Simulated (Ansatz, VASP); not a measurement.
## SiO2 in VASP and in Ansatz

The input INCAR:

```
PREC     = Accurate       # precision mode
ENCUT    = 520            # plane-wave cutoff, eV
EDIFF    = 1E-6           # SCF threshold, eV
ISMEAR   = 0              # smearing method
SIGMA    = 0.1            # smearing width, eV
LREAL    = F              # projectors in reciprocal space
LASPH    = T              # aspherical terms in the spheres
NELM     = 100            # most SCF steps
ALGO     = Normal         # electronic algorithm
ISIF     = 2              # what is computed and relaxed
LWAVE    = F              # write WAVECAR
LCHARG   = T              # write CHGCAR
GGA      = PE             # functional
LELF     = T              # ELF
LVHAR    = T            
NBANDS   = 44             # bands
```

Contents of KPOINTS:

```
regular mesh
0
Gamma
  4 4 4
```

File POSCAR:

```
SiO2
1.0
    1.7633636022     -1.7633636022     -4.2602399400
    1.7633636022     -1.7633636022      4.2602399400
   -3.5267272044     -3.5267272044      0.0000000000
Si O
4 8
Direct
    1.0000000000      0.0000000000      1.0000000000
    0.5000000000      0.5000000000      0.5000000000
    0.5000000000      0.0000000000      0.7500000000
    0.0000000000      0.5000000000      0.2500000000
    0.2078260596      0.7921739404      0.0000000000
    0.7078260596      0.2921739404      0.5000000000
    0.2921739404      0.2078260596      0.7500000000
    0.7921739404      0.7078260596      0.2500000000
    0.7078260596      0.7921739404      0.7500000000
    0.2078260596      0.2921739404      0.2500000000
    0.2921739404      0.7078260596      0.5000000000
    0.7921739404      0.2078260596      1.0000000000
```

Input for Ansatz:

```yaml
crystal:
  lattice:
    - [1.7633636022, -1.7633636022, -4.26023994]
    - [1.7633636022, -1.7633636022, 4.26023994]
    - [-3.5267272044, -3.5267272044, 0.0]
  atoms:
    - { symbol: Si, position: [1.0, 0.0, 1.0] }
    - { symbol: Si, position: [0.5, 0.5, 0.5] }
    - { symbol: Si, position: [0.5, 0.0, 0.75] }
    - { symbol: Si, position: [0.0, 0.5, 0.25] }
    - { symbol: O, position: [0.2078260596, 0.7921739404, 0.0] }
    - { symbol: O, position: [0.7078260596, 0.2921739404, 0.5] }
    - { symbol: O, position: [0.2921739404, 0.2078260596, 0.75] }
    - { symbol: O, position: [0.7921739404, 0.7078260596, 0.25] }
    - { symbol: O, position: [0.7078260596, 0.7921739404, 0.75] }
    - { symbol: O, position: [0.2078260596, 0.2921739404, 0.25] }
    - { symbol: O, position: [0.2921739404, 0.7078260596, 0.5] }
    - { symbol: O, position: [0.7921739404, 0.2078260596, 1.0] }
basis:
  ecutwfc: 420
kpoints:
  mp_grid: { grid: [4, 4, 4] }
hamiltonian:
  xc: pbe
scf:
  occupations: { method: gaussian, width: 0.1 }
  lower_state_search: "off"
output:
  forces: true
  stress: true
  eigenvalues: true
```

Alike in both runs: task single point; functional PBE; k mesh 4 × 4 × 4; occupations gaussian, width 0.1 eV; no spin polarisation.

|  | VASP | Ansatz |
| --- | --- | --- |
| version | VASP 6.6.1 | Ansatz 0.2.0 |
| potentials or method | VASP PAW PBE potentials, release 64 (Si, O), cutoff 520 eV | scalar-relativistic, plane waves, PAW |
| valence electrons in the cell | 64 | 64 |

|  | VASP | Ansatz | Ansatz less VASP |
| --- | --- | --- | --- |
| gap on the k mesh at the Fermi level (eV) | 5.81 | 5.82 | +0.014 |
| least direct gap on the mesh (eV) | 5.88 | 5.89 | +0.014 |
| pressure (GPa) | 0.1 | 0.0 | -0.11 |
| traceless stress, the component that is largest in VASP (GPa) | 0.35 | -0.06 | -0.408 |

The functional is the same, so the differences come from potentials, cutoffs and numerics.
